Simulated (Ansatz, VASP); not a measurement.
# Ca in VASP and in Ansatz

Contents of INCAR:

```
SYSTEM = Ca
ALGO = Normal ; EDIFF = 1E-7
ENCUT = 520 ; GGA = PS
ISIF = 2 ; ISMEAR = -1
LASPH = .True. ; LCHARG = .False.
LREAL = .False. ; LWAVE = .False.
NBANDS = 28 ; NELM = 80
PREC = Accurate ; SIGMA = 0.1
```

The input KPOINTS:

```
k-points
0
Gamma
  11 11 3
  0 0 0
```

Contents of POSCAR:

```
Ca
1.0
    3.9547900326      0.0000000000      0.0000000000
   -1.9773950163      3.4249486348      0.0000000000
    0.0000000000      0.0000000000     12.9845642958
Ca
4
Direct
    1.0000000000      0.0000000000      1.0000000000
    1.0000000000      0.0000000000      0.5000000000
    0.3333333333      0.6666666667      0.2500000000
    0.6666666667      0.3333333333      0.7500000000
```

Input for Ansatz:

```yaml
crystal:
  lattice:
    - [3.9547900326, 0.0, 0.0]
    - [-1.9773950163, 3.4249486348, 0.0]
    - [0.0, 0.0, 12.9845642958]
  atoms:
    - { symbol: Ca, position: [1.0, 0.0, 1.0] }
    - { symbol: Ca, position: [1.0, 0.0, 0.5] }
    - { symbol: Ca, position: [0.3333333333, 0.6666666667, 0.25] }
    - { symbol: Ca, position: [0.6666666667, 0.3333333333, 0.75] }
hamiltonian:
  xc: pbesol
  pseudopotentials:
    kind: paw
    azcp:
      Ca: "pseudopotentials/Ca.paw.azcp"
basis:
  ecutwfc: 420
  fft_grid_basis: typed
kpoints:
  mp_grid: { grid: [11, 11, 3], shift: [0, 0, 0] }
magnetization:
  spin_polarized: false
scf:
  occupations: { method: fermi_dirac, width: 0.1 }
  lower_state_search: "off"
output:
  stress: true
```

Alike in both runs: task single point; functional PBEsol; k mesh 11 × 11 × 3; occupations fermi-dirac, width 0.1 eV; no spin polarisation.

```csv
,VASP,Ansatz
version,VASP 6.6.1,Ansatz 0.2.0
potentials or method,"VASP PAW PBE potentials, release 64 (Ca_sv), cutoff 520 eV","plane waves (420 eV) with PAW, scalar-relativistic"
valence electrons in the cell,40,40
```

```tsv
	VASP	Ansatz	Ansatz less VASP
pressure (GPa)	-1.2	-1.2	-0.01
```

VASP's potentials were made for PBE, not for PBEsol, and Ansatz warns of the same on its side. The functional is the same, so the differences come from potentials, cutoffs and numerics.
